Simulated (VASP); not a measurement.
A run of VASP 6.6.1:

INCAR

```
SYSTEM = Cr
PREC = Accurate
ENCUT = 600
EDIFF = 1E-6
ISMEAR = 0
SIGMA = 0.1
LREAL = .FALSE.
LASPH = .TRUE.
NELM = 80
ALGO = Normal
ISIF = 3
LWAVE = .FALSE.
LCHARG = .FALSE.
GGA = PS
IBRION = 2
NSW = 90
EDIFFG = -0.04
```

Contents of KPOINTS:

```
Automatic mesh
0
G
  8 8 8
  0 0 0
```

POSCAR

```
Cr
1.0
    2.3928153992      0.0000000000      0.0000000000
    0.0000000000      2.3928153992      0.0000000000
    0.0000000000      0.0000000000      2.3928153992
Cr
1
Direct
    0.0000000000      0.0000000000      0.0000000000
```

Potentials or basis: VASP PAW PBE potentials, release 64 (Cr_pv).

The run is started by

```console
$ cat potpaw_PBE.64/Cr_pv/POTCAR > POTCAR
$ mpirun -np 1 vasp_std > vasp.out
```

Hardware: 1 thread of Intel(R) Xeon(R) Platinum 8559C (Emerald Rapids) (shared host).

Estimate the wall time of this run.

Wall time 9.3 s on 1 thread of Intel(R) Xeon(R) Platinum 8559C (Emerald Rapids), on a shared host, peak memory 0.13 GiB. Counts: scf iterations 32, k points 35, ion steps 4.
